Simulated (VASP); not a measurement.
**InSe: single point with RPBE+D3(BJ)**

InSe:

```xyz
4
Lattice="1.9592 1.1311 8.2677 -1.9592 1.1311 8.2677 0.0000 -2.2623 8.2677" Properties=species:S:1:pos:R:3 pbc="T T T"
In    0.0000    0.0000   22.0401
In    0.0000    0.0000    0.0000
Se    0.0000    0.0000    4.2637
Se    0.0000    0.0000    9.5120
```

| Item | Value |
| --- | --- |
| Program | VASP 6.6.1 |
| Task | single point |
| Functional | RPBE |
| Dispersion | D3(BJ) |
| Potentials or basis | VASP PAW PBE potentials, release 64 (In_d, Se) |
| Cutoff | 520 eV |
| k mesh | 8 × 8 × 8 |
| Occupations | fermi-dirac, width 0.05 eV |
| Spin | no spin polarisation |

```json
{
 "Pressure": "-1.5 GPa",
 "Largest force": "0.721 eV/Å",
 "Band gap on the k mesh": "0.74 eV",
 "Dispersion energy per atom": "-1.473 eV"
}
```

Forces in eV/Å, atoms in the order of the input:
```
In   0.000  0.000  0.716
In   0.000  0.000 -0.682
Se   0.000  0.000 -0.721
Se   0.000  0.000  0.687
```

Stress tensor (GPa, compression positive):
```
-1.75  0.00  0.00
 0.00 -1.75  0.00
 0.00  0.00 -1.06
```

Levels at points of the mesh, in eV from the valence-band top:
| k point | band 16 | band 17 | band 18 | band 19 | band 20 | band 21 | band 22 | band 23 |
| --- | --- | --- | --- | --- | --- | --- | --- | --- |
| (0.00, 0.00, 0.00) | -1.39 | -1.39 | -1.29 | -1.29 | 1.92 | 2.34 | 4.51 | 4.51 |
| (0.50, 0.00, 0.00) | -2.55 | -2.52 | -2.41 | -1.78 | 1.25 | 2.16 | 3.73 | 4.08 |
| (0.50, 0.50, 0.00) | -2.86 | -2.69 | -2.21 | -1.61 | 1.32 | 2.08 | 3.36 | 3.65 |
| (0.50, 0.50, 0.50) | -1.47 | -1.21 | -1.21 | 0.00 | 0.74 | 2.33 | 4.42 | 4.42 |

Wall time 5.5 min on 1 thread of Intel(R) Xeon(R) 6975P-C (Granite Rapids) (shared host), peak memory 0.61 GiB.

Caveat: the PAW data sets were made with another functional, which shifts forces and pressure a little; spin-orbit coupling is left out, which moves the levels of the heavy elements. A k mesh can miss the band edges.
